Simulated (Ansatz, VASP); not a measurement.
Co in VASP and in Ansatz

The input INCAR:

```
PREC = Accurate
ENCUT = 600
EDIFF = 1E-6
ISMEAR = -1
SIGMA = 0.05
LREAL = F
LASPH = T
NELM = 150
ALGO = Normal
ISIF = 3
LWAVE = F
LCHARG = F
ISPIN = 2
MAGMOM = 1.7
LORBIT = 11
LMAXMIX = 4
GGA = RP
IBRION = 2
NSW = 80
EDIFFG = -0.01
```

The input KPOINTS:

```
Automatic mesh
0
Gamma
  14 14 14
```

Contents of POSCAR:

```
Co
1.0
    2.2868488050      0.0000000000      0.0000000000
    0.0000000000      2.2868488050      0.0000000000
    0.0000000000      0.0000000000      2.2868488050
Co
1
Direct
    0.0000000000      0.0000000000      0.0000000000
```

Input for Ansatz:

```yaml
crystal:
  lattice:
    - [2.286848805, 0.0, 0.0]
    - [0.0, 2.286848805, 0.0]
    - [0.0, 0.0, 2.286848805]
  atoms:
    - { symbol: Co, position: [0.0, 0.0, 0.0], spin: 1.7 }
hamiltonian:
  xc: rpbe
  pseudopotentials:
    kind: paw
    azcp:
      Co: "pseudopotentials/Co.paw.azcp"
basis:
  ecutwfc: 420
  fft_grid_basis: typed
kpoints:
  mp_grid: { grid: [14, 14, 14], shift: [0, 0, 0] }
magnetization:
  spin_polarized: true
scf:
  occupations: { method: fermi_dirac, width: 0.05 }
relax:
  max_steps: 60
  f_tol: 0.01
  cell: {}
```

Alike in both runs: task relaxation of cell and atoms; functional RPBE; k mesh 14 × 14 × 14; occupations fermi-dirac, width 0.05 eV; collinear spin.

```csv
,VASP,Ansatz
version,VASP 6.6.1,Ansatz 0.2.0
potentials or method,"VASP PAW PBE potentials, release 64 (Co), cutoff 600 eV","plane waves (420 eV) with PAW, scalar-relativistic"
valence electrons in the cell,9,17
```

```tsv
	VASP	Ansatz	Ansatz less VASP
net moment per atom (μB)	1.89	1.90	+0.010
size of the moment on the site where the two differ most (μB)	1.90	1.93	+0.027
relaxed volume (Å³/atom)	13.18	13.24	+0.061
relaxed cell length with the largest relative difference (Å)	2.362	2.365	+0.0036
```

VASP's potentials were made for PBE, not for RPBE. Site moments also hang on the region over which each program counts them. VASP's potentials hold 9 valence electrons a cell and Ansatz's 17, so a difference there can come from the potentials and not from the codes.
